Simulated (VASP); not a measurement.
**Cu: single point with PBEsol**

The system is Cu.

```
Cu
1.0
     1.21846   -3.97638    0.00000
     1.21846    3.97638    0.00000
     0.00000    0.00000    2.47550
Cu
2
Direct
  0.13387 0.86613 0.25000
  0.86613 0.13387 0.75000
```

```json
{
 "Program": "VASP 6.6.1",
 "Task": "single point",
 "Functional": "PBEsol",
 "Potentials or basis": "VASP PAW PBE potentials, release 64 (Cu)",
 "Cutoff": "520 eV",
 "k mesh": "14 × 14 × 13",
 "Occupations": "methfessel-paxton, width 0.1 eV",
 "Spin": "no spin polarisation"
}
```

```yaml
Pressure: -0.8 GPa
Largest_force: 0.006 eV/Å
Band_gap_on_the_k_mesh: zero (band 11 reaches 10.84 eV, above the bottom of band 12 at 5.58 eV)
```

Forces on the atoms (eV/Å):
```
Cu   0.000 -0.006  0.000
Cu   0.000  0.006  0.000
```

Stress tensor (GPa, compression positive):
```
-0.86  0.00  0.00
 0.00 -1.13  0.00
 0.00  0.00 -0.40
```

Levels at points of the mesh, in eV from the Fermi level:
| k point | band 9 | band 10 | band 11 | band 12 | band 13 | band 14 |
| --- | --- | --- | --- | --- | --- | --- |
| (0.00, 0.00, 0.00) | -1.79 | -1.65 | -1.40 | -0.06 | 4.82 | 14.74 |
| (0.50, 0.00, 0.00) | -2.08 | -1.62 | -0.45 | 1.30 | 2.53 | 6.89 |
| (0.50, 0.50, 0.00) | -2.25 | -1.88 | -1.56 | -1.49 | 13.62 | 15.29 |

Run time: 100 s on 1 thread of Intel(R) Xeon(R) Platinum 8259CL CPU @ 2.50GHz (Skylake/Cascade Lake) (shared host), peak memory 0.26 GiB.

Caveat: the PAW data sets were made with another functional, which shifts forces and pressure a little.
